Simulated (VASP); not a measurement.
Set up this calculation in VASP 6.6.1, as the native input.

```
Task                   : single point
Functional             : LDA
Potentials or basis    : VASP PAW LDA potentials, release 64 (Zn, S)
Cutoff                 : 500 eV
k mesh                 : 6 × 6 × 6
Occupations            : gaussian, width 0.01 eV
Spin                   : no spin polarisation
Hubbard terms          : Zn d U = 6.0 eV
Dipole correction      : no
Further INCAR settings : ALGO = Normal; EDIFF = 1e-06; NBANDS = 36
```

The structure of ZnS lies in POSCAR:

```
ZnS
1.0
    1.9030712000      1.0987386696      9.3519478333
   -1.9030712000      1.0987386696      9.3519478333
    0.0000000000     -2.1974773392      9.3519478333
Zn S
3 3
Direct
    0.9999711367      0.9999711367      0.9999711367
    0.2222694100      0.2222694100      0.2222694100
    0.4446134433      0.4446134433      0.4446134433
    0.0832671700      0.0832671700      0.0832671700
    0.5278423033      0.5278423033      0.5278423033
    0.3053625400      0.3053625400      0.3053625400
```

The input as run:

INCAR

```
SYSTEM = ZnS
PREC     = Accurate       ! precision mode
ENCUT    = 500            ! plane-wave cutoff, eV
EDIFF    = 1E-6           ! SCF threshold, eV
ISMEAR   = 0              ! smearing method
SIGMA    = 0.01           ! smearing width, eV
LREAL    = .False.        ! projectors in reciprocal space
LASPH    = .True.         ! aspherical terms in the spheres
NELM     = 200            ! most SCF steps
ALGO     = Normal         ! electronic algorithm
ISIF     = 2              ! what is computed and relaxed
LWAVE    = .False.        ! write WAVECAR
LCHARG   = .False.        ! write CHGCAR
LDAU     = .True.         ! DFT+U
LDAUTYPE = 2            
LDAUL    = 2 -1           ! shell
LDAUU    = 6 0            ! U, eV
LDAUJ    = 0 0          
LDAUPRINT= 1            
NBANDS   = 36             ! bands
GGA_COMPAT= .False.
```

KPOINTS

```
Automatic mesh
0
Gamma
  6 6 6
  0 0 0
```

Potentials or basis: VASP PAW LDA potentials, release 64 (Zn, S).

Run with:

```bash
$ cat potpaw_LDA.64/Zn/POTCAR potpaw_LDA.64/S/POTCAR > POTCAR
$ mpirun -np 1 vasp_std > vasp.out
```

Results of the run:

* Pressure: -6.0 GPa
* Largest force: 0.022 eV/Å
* Band gap on the k mesh: 2.34 eV

Caveat: the cell stands under tension.

Run time: 7.6 min on 1 thread of Intel(R) Xeon(R) 6975P-C (Granite Rapids), on a shared host, peak memory 0.51 GiB.
